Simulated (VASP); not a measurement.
Set up this calculation in VASP 6.6.1, as the native input.

```
Task                   : single point
Functional             : r2SCAN
Potentials or basis    : VASP PAW PBE potentials, release 64 (Ta_pv, C)
Cutoff                 : 520 eV
k mesh                 : 10 × 10 × 10
Occupations            : gaussian, width 0.15 eV
Spin                   : no spin polarisation
Dipole correction      : no
Further INCAR settings : ALGO = Normal; EDIFF = 1e-06; NBANDS = 37
```

Crystal: Ta4C3.

```
Ta C
1.0
     4.07081    0.00000    0.00000
     0.00000    4.07081    0.00000
     0.00000    0.00000    4.42479
Ta C
4 3
Direct
  0.00000 0.50000 0.50000
  0.50000 0.00000 0.50000
  0.50000 0.50000 0.00000
  0.00000 0.00000 0.00000
  0.50000 0.00000 0.00000
  0.00000 0.50000 0.00000
  0.00000 0.00000 0.50000
```

This cell differs from its parent crystal: strain -0.080 along x and y, +0.000 along z.

These files were run (other wordings do the same):

POSCAR

```
Ta4C3
1.0
    4.0708099136      0.0000000000      0.0000000000
    0.0000000000      4.0708099136      0.0000000000
    0.0000000000      0.0000000000      4.4247933843
Ta C
4 3
Direct
    0.0000000000      0.5000000000      0.5000000000
    0.5000000000      0.0000000000      0.5000000000
    0.5000000000      0.5000000000      0.0000000000
    0.0000000000      0.0000000000      0.0000000000
    0.5000000000      0.0000000000      0.0000000000
    0.0000000000      0.5000000000      0.0000000000
    0.0000000000      0.0000000000      0.5000000000
```

INCAR.step1

```
ALGO = Normal
EDIFF = 1E-4
ENCUT = 520
GGA = PE
ISMEAR = 0
LASPH = T
LCHARG = F
LREAL = F
LWAVE = T
NBANDS = 37
NELM = 60
PREC = Accurate
SIGMA = 0.15
```

INCAR.step2

```
ALGO = Normal
EDIFF = 1E-6
ENCUT = 520
ISIF = 2
ISMEAR = 0
ISTART = 1
LASPH = T
LCHARG = T
LELF = T
LMIXTAU = T
LREAL = F
LVHAR = T
LWAVE = F
METAGGA = R2SCAN
NBANDS = 37
NELM = 60
PREC = Accurate
SIGMA = 0.15
```

KPOINTS

```
k-points
0
Gamma
  10 10 10
```

Potentials or basis: VASP PAW PBE potentials, release 64 (Ta_pv, C).

Run with:

```sh
$ cat potpaw_PBE.64/Ta_pv/POTCAR potpaw_PBE.64/C/POTCAR > POTCAR
$ cp INCAR.step1 INCAR
$ mpirun -np 1 vasp_std > vasp.out
$ cp INCAR.step2 INCAR
$ mpirun -np 1 vasp_std > vasp.out
```

It gave:

```yaml
Pressure: 79.8 GPa
Band_gap_on_the_k_mesh: zero (bands 28 and 29 overlap by 1.17 eV)
```

Caveat: the cell differs from its parent crystal (strain -0.080 along x and y, +0.000 along z); the cell stands under pressure; the PAW data sets were made with another functional, which shifts forces and pressure a little; spin-orbit coupling is left out, which moves the levels of the heavy elements.

Wall time 7.6 min on 1 thread of Intel(R) Xeon(R) 6975P-C (Granite Rapids) (shared host), peak memory 0.37 GiB.
